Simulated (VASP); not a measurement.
Write the native input for VASP 6.6.1 that does the following.

| Property | Result |
| --- | --- |
| Task | single point |
| Functional | PBEsol |
| Potentials or basis | VASP PAW PBE potentials, release 64 (Al, N) |
| Cutoff | 520 eV |
| k mesh | 9 × 9 × 6 |
| Occupations | gaussian, width 0.05 eV |
| Spin | no spin polarisation |
| Dipole correction | no |
| Further INCAR settings | ALGO = Normal; EDIFF = 1e-06; NBANDS = 16 |

The structure of AlN lies in POSCAR:

```
AlN
1.0
    3.1752084790      0.0000000000      0.0000000000
   -1.5876042395      2.7498112052      0.0000000000
    0.0000000000      0.0000000000      4.0461681649
Al N
2 2
Direct
    0.3333333333      0.6666666667      0.7500000000
    0.6666666667      0.3333333333      0.2500000000
    0.3333333333      0.6666666667      0.2500000000
    0.6666666667      0.3333333333      0.7500000000
```

This cell differs from its parent crystal: volume 8.832 Å^3 an atom, c/a of the conventional cell 1.2743.

One way to write it, as run:

INCAR

```
PREC = Accurate ; ENCUT = 520
EDIFF = 1E-6 ; ISMEAR = 0
SIGMA = 0.05 ; LREAL = False
LASPH = True ; NELM = 80
ALGO = Normal ; ISIF = 2
LWAVE = False ; LCHARG = False
GGA = PS ; NBANDS = 16
```

KPOINTS

```
Automatic mesh
0
Gamma
  9 9 6
```

Potentials or basis: VASP PAW PBE potentials, release 64 (Al, N).

Run with:

```console
$ cat potpaw_PBE.64/Al/POTCAR potpaw_PBE.64/N/POTCAR > POTCAR
$ mpirun -np 1 vasp_std > vasp.out
```

Results of the run:

The pressure is 27.2 GPa and the band gap on the k mesh is 4.05 eV, direct.

Caveat: the PAW data sets were made with another functional, which shifts forces and pressure a little.

It used 17 s of CPU time on 1 thread of AMD EPYC 7R13 Processor (Zen 3), on a shared host.
